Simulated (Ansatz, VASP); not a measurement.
**RbGe6 in VASP and in Ansatz**

File INCAR:

```
SYSTEM = RbGe6
PREC = Accurate ; ENCUT = 520
EDIFF = 1E-6 ; ISMEAR = 0
SIGMA = 0.2 ; LREAL = .FALSE.
LASPH = .TRUE. ; NELM = 60
ALGO = Normal ; ISIF = 2
LWAVE = .FALSE. ; LCHARG = .FALSE.
GGA = PE ; NBANDS = 56
```

The input KPOINTS:

```
regular mesh
0
G
  4 4 4
  0 0 0
```

The input POSCAR:

```
RbGe6
1.0
   -3.5988839000      3.5988839000      3.5988839000
    3.5988839000     -3.5988839000      3.5988839000
    3.5988839000      3.5988839000     -3.5988839000
Rb Ge
1 6
Direct
    0.0000000000      0.0000000000      0.0000000000
    0.5000000000      0.7500000000      0.2500000000
    0.7500000000      0.2500000000      0.5000000000
    0.7500000000      0.5000000000      0.2500000000
    0.5000000000      0.2500000000      0.7500000000
    0.2500000000      0.7500000000      0.5000000000
    0.2500000000      0.5000000000      0.7500000000
```

Input for Ansatz:

```yaml
crystal:
  lattice:
    - [-3.5988839, 3.5988839, 3.5988839]
    - [3.5988839, -3.5988839, 3.5988839]
    - [3.5988839, 3.5988839, -3.5988839]
  atoms:
    - { symbol: Rb, position: [0.0, 0.0, 0.0] }
    - { symbol: Ge, position: [0.5, 0.75, 0.25] }
    - { symbol: Ge, position: [0.75, 0.25, 0.5] }
    - { symbol: Ge, position: [0.75, 0.5, 0.25] }
    - { symbol: Ge, position: [0.5, 0.25, 0.75] }
    - { symbol: Ge, position: [0.25, 0.75, 0.5] }
    - { symbol: Ge, position: [0.25, 0.5, 0.75] }
basis:
  ecutwfc: 420
kpoints:
  mp_grid: { grid: [4, 4, 4] }
hamiltonian:
  xc: pbe
scf:
  occupations: { method: gaussian, width: 0.2 }
  lower_state_search: "off"
output:
  forces: true
  stress: true
  eigenvalues: true
```

Alike in both runs: task single point; functional PBE; k mesh 4 × 4 × 4; occupations gaussian, width 0.2 eV; no spin polarisation.

```csv
,VASP,Ansatz
version,VASP 6.6.1,Ansatz 0.2.0
potentials or method,"VASP PAW PBE potentials, release 64 (Rb_sv, Ge_d), cutoff 520 eV","scalar-relativistic, plane waves, PAW"
valence electrons in the cell,93,93
```

```csv
,VASP,Ansatz,Ansatz less VASP
gap on the k mesh at the Fermi level (eV),none,none,-
pressure (GPa),0.2,0.2,0.00
```

A gap of «none» marks a metal or a gap that the smearing closes.
